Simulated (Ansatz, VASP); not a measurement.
HfC in VASP and in Ansatz

File POSCAR:

```
HfC
1.0
    0.0000000000      2.3250000000      2.3250000000
    2.3250000000      0.0000000000      2.3250000000
    2.3250000000      2.3250000000      0.0000000000
Hf C
1 1
Direct
    0.5000000000      0.5000000000      0.5000000000
    0.0000000000      0.0000000000      0.0000000000
```

INCAR.step1

```
SYSTEM = HfC
ALGO = Normal ; EDIFF = 1E-5
ENCUT = 600 ; GGA = PE
ISMEAR = -1 ; LASPH = .True.
LCHARG = .False. ; LREAL = .False.
LWAVE = .True. ; NBANDS = 14
NELM = 100 ; PREC = Accurate
SIGMA = 0.05
```

INCAR.step2

```
SYSTEM = HfC
AEXX = 1.0 ; AGGAC = 0.0
ALDAC = 0.0 ; ALGO = Normal
EDIFF = 1E-7 ; EDIFFG = -0.01
ENCUT = 600 ; GGA = PE
IBRION = 2 ; ISIF = 3
ISMEAR = -1 ; ISTART = 1
LASPH = .True. ; LCHARG = .False.
LHFCALC = .True. ; LREAL = .False.
LWAVE = .False. ; NELM = 100
NSW = 60 ; PREC = Accurate
PRECFOCK = Normal ; SIGMA = 0.05
```

Contents of KPOINTS:

```
k-points
0
Gamma
  5 5 5
  0 0 0
```

Contents of input.yaml:

```yaml
crystal:
  lattice:
    - [0.0, 2.325, 2.325]
    - [2.325, 0.0, 2.325]
    - [2.325, 2.325, 0.0]
  atoms:
    - { symbol: Hf, position: [0.5, 0.5, 0.5] }
    - { symbol: C, position: [0.0, 0.0, 0.0] }
hamiltonian:
  xc: hf
  pseudopotentials: { kind: paw }
kpoints:
  mp_grid: { grid: [5, 5, 5] }
scf:
  occupations: { method: fermi_dirac, width: 0.05 }
output:
  forces: true
  stress: true
relax:
  f_tol: 0.01
  max_steps: 40
  cell: { stress_tol: 0.05 }
```

Alike in both runs: task relaxation of cell and atoms; functional HF; k mesh 5 × 5 × 5; occupations fermi-dirac, width 0.05 eV; no spin polarisation.

|  | VASP | Ansatz |
| --- | --- | --- |
| version | VASP 6.6.1 | Ansatz 0.2.0 |
| potentials or method | VASP PAW PBE potentials, release 64 (Hf_pv, C) | Ansatz PAW |
| plane-wave cutoff (eV) | 600 | 420 |
| valence electrons in the cell | 14 | 30 |

|  | VASP | Ansatz | Ansatz less VASP |
| --- | --- | --- | --- |
| gap on the k mesh at the Fermi level, each at its own relaxed structure (eV) | none | none | - |
| relaxed volume (Å³/atom) | 12.97 | 13.42 | +0.449 |
| relaxed cell length with the largest relative difference (Å) | 3.323 | 3.361 | +0.0379 |

VASP's potentials were made for PBE, not for HF. A gap of «none» marks a metal or a gap that the smearing closes. VASP's potentials hold 14 valence electrons a cell and Ansatz's 30, so a difference there can come from the potentials and not from the codes.

The k mesh is coarse, so the values compare programs but aren't converged. Neither program's run includes spin-orbit coupling. Noted on Ansatz's run: the plane-wave basis is chosen anew once the cell has moved, so the energies of steps on either side of that aren't comparable.
